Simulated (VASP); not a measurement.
**Se: single point with PBE**

Crystal: Se.

```
Se
1.0
     0.00000    3.16705    3.16705
     3.16705    0.00000    3.16705
     3.16705    3.16705    0.00000
Se
2
Cartesian
  0.7918 0.7918 0.7918
  5.5423 5.5423 5.5423
```

This isn't the form of Se at room conditions, which is trigonal, of chains.

```yaml
Program: VASP 6.6.1
Task: single point
Functional: PBE
Potentials_or_basis: VASP PAW PBE potentials, release 64 (Se)
Cutoff: 520 eV
k_mesh: 10 × 10 × 10
Occupations: fermi-dirac, width 0.1 eV
Spin: no spin polarisation
Dipole_correction: no
Further_INCAR_settings: ALGO = Normal; EDIFF = 1e-06; NBANDS = 13
```

| Item | Value |
| --- | --- |
| Pressure | 0.0 GPa |
| Band gap on the k mesh | zero (bands 6 and 7 overlap by 1.05 eV) |

Levels at points of the mesh, in eV from the Fermi level:
```tsv
k point	band 2	band 3	band 4	band 5	band 6	band 7	band 8	band 9	band 10	band 11
(0.00, 0.00, 0.00)	-10.26	-3.38	-3.38	-3.38	-0.74	-0.74	-0.74	4.42	7.68	7.68
(0.50, 0.00, 0.00)	-12.06	-4.06	-4.06	-4.05	0.31	0.31	1.63	6.89	6.93	8.00
(0.50, 0.50, 0.00)	-13.25	-4.82	-4.82	-1.90	-1.90	2.12	2.12	6.23	6.23	9.79
```

Wall time 64 s on 1 thread of Intel Xeon 8259CL, with other jobs on the host, peak memory 0.21 GiB.
